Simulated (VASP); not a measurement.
## WS2: single point with PBE+D3(BJ)

The system is WS2, a slab with vacuum.

```
CELL_PARAMETERS angstrom
3.15955 0.00000 0.00000
-1.57977 2.73625 0.00000
0.00000 0.00000 23.80426
ATOMIC_POSITIONS crystal
S 0.33333 0.66667 0.18904
S 0.33333 0.66667 0.32146
S 0.33333 0.16667 0.46597
S 0.33333 0.16667 0.59839
W 0.66667 0.33333 0.25525
W 0.00000 0.50000 0.53218
```

This cell differs from its parent crystal: layers slid over each other.

```json
{
  "Program": "VASP 6.6.1",
  "Task": "single point",
  "Functional": "PBE",
  "Dispersion": "D3(BJ)",
  "Potentials or basis": "VASP PAW PBE potentials, release 64 (S, W_sv)",
  "Cutoff": "520 eV",
  "k mesh": "9 × 9 × 1",
  "Occupations": "gaussian, width 0.05 eV",
  "Spin": "no spin polarisation"
}
```

- Largest force: 0.050 eV/Å
- Band gap on the k mesh: 1.75 eV (least direct gap 1.91 eV)
- Dispersion energy per atom: -0.353 eV

Forces in eV/Å, atoms in the order of the input:
```
S    0.001  0.001  0.005
S   -0.003 -0.002  0.049
S    0.003  0.002 -0.049
S   -0.001 -0.001 -0.005
W   -0.005 -0.003  0.047
W    0.005  0.003 -0.047
```

Levels at points of the mesh, in eV from the valence-band top:
```tsv
k point	band 23	band 24	band 25	band 26	band 27	band 28	band 29	band 30
(0.00, 0.00, 0.00)	-1.74	-1.73	-0.48	0.00	2.74	2.75	2.77	2.78
```

Run time: 6.7 min on 1 thread of AMD EPYC 7R13 (shared host), peak memory 0.37 GiB.

Caveat: the cell differs from its parent crystal (layers slid over each other); spin-orbit coupling is left out, which moves the levels of the heavy elements.
